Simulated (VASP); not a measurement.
The system is MgCd3Se4.

```
Mg Cd Se
1.0
    -2.93383    2.93383    5.86766
     2.93383   -2.93383    5.86766
     2.93383    2.93383   -5.86766
Mg Cd Se
1 3 4
Direct
  0.50000 0.50000 0.00000
  0.75000 0.25000 0.50000
  0.25000 0.75000 0.50000
  0.00000 0.00000 0.00000
  0.50000 0.00000 0.50000
  0.00000 0.50000 0.50000
  0.25000 0.25000 0.00000
  0.75000 0.75000 0.00000
```

- Program: VASP 6.6.1
- Task: relaxation of cell and atoms
- Functional: PBE
- Potentials or basis: VASP PAW PBE potentials, release 64 (Mg, Cd, Se)
- Cutoff: 600 eV
- k mesh: 4 × 4 × 4
- Occupations: gaussian, width 0.1 eV
- Spin: no spin polarisation

At the start: pressure -4.4 GPa; volume 25.25 Å³/atom.

Where does the relaxation end?

Over 8 steps the energy falls by 34.5 meV/atom and the volume is 23.10 Å³/atom (-8.5 %); space group I4/mmm (No. 139, to 0.05 Å).

Step by step:
```csv
step,energy change (eV),largest force (eV/Å),pressure (GPa),volume (Å³)
1,0.0000,0.2008,-4.36,202.02
2,-0.2517,0.2644,0.80,182.57
3,-0.2569,0.2564,0.06,184.77
4,-0.2568,0.2551,-0.05,185.11
5,-0.2624,0.2141,-0.06,185.06
6,-0.2734,0.0923,-0.04,184.92
7,-0.2692,0.1537,0.07,184.64
8,-0.2759,0.0000,-0.02,184.81
```

Final structure:
```
Mg Cd Se
1.0
    -2.84538    2.84538    5.70683
     2.84538   -2.84538    5.70683
     2.84538    2.84538   -5.70683
Mg Cd Se
1 3 4
Direct
  0.50000 0.50000 0.00000
  0.75000 0.25000 0.50000
  0.25000 0.75000 0.50000
  0.00000 0.00000 0.00000
  0.50000 0.00000 0.50000
  0.00000 0.50000 0.50000
  0.25725 0.25725 0.00000
  0.74275 0.74275 0.00000
```

Caveat: the k points lie up to 0.39 Å⁻¹ apart in the final cell.
